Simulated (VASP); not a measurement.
Here is a VASP 6.6.1 calculation.

INCAR

```
PREC     = Accurate       # precision mode
ENCUT    = 500            # plane-wave cutoff, eV
EDIFF    = 1E-6           # SCF threshold, eV
ISMEAR   = 0              # smearing method
SIGMA    = 0.15           # smearing width, eV
LREAL    = False          # projectors in reciprocal space
LASPH    = True           # aspherical terms in the spheres
NELM     = 120            # most SCF steps
ALGO     = Normal         # electronic algorithm
ISIF     = 2              # what is computed and relaxed
LWAVE    = False          # write WAVECAR
LCHARG   = False          # write CHGCAR
GGA      = PE             # functional
NBANDS   = 39             # bands
GGA_COMPAT= False
```

The input KPOINTS:

```
regular mesh
0
Gamma
  14 14 5
```

File POSCAR:

```
Pt
1.0
   -3.1627959429      0.0000000000      0.0000000000
    0.0000000000     -3.1627959429      0.0000000000
    0.0000000000      0.0000000000      9.4883878288
Pt
6
Direct
    0.5000000000      0.5000000000      0.1666666667
    0.0000000000      0.0000000000      0.0000000000
    0.5000000000      0.5000000000      0.5000000000
    0.0000000000      0.0000000000      0.3333333333
    0.5000000000      0.5000000000      0.8333333333
    0.0000000000      0.0000000000      0.6666666667
```

Potentials or basis: VASP PAW PBE potentials, release 64 (Pt).

Command:

```sh
$ cat potpaw_PBE.64/Pt/POTCAR > POTCAR
$ mpirun -np 1 vasp_std > vasp.out
```

Problem. Predict the band gap on the k mesh.

Solution. Zero (bands 30 and 31 overlap by 1.10 eV).

Problem. What does it give for the pressure?

Solution. -0.3 GPa.

Caveat: spin-orbit coupling is left out, which moves the levels of the heavy elements.
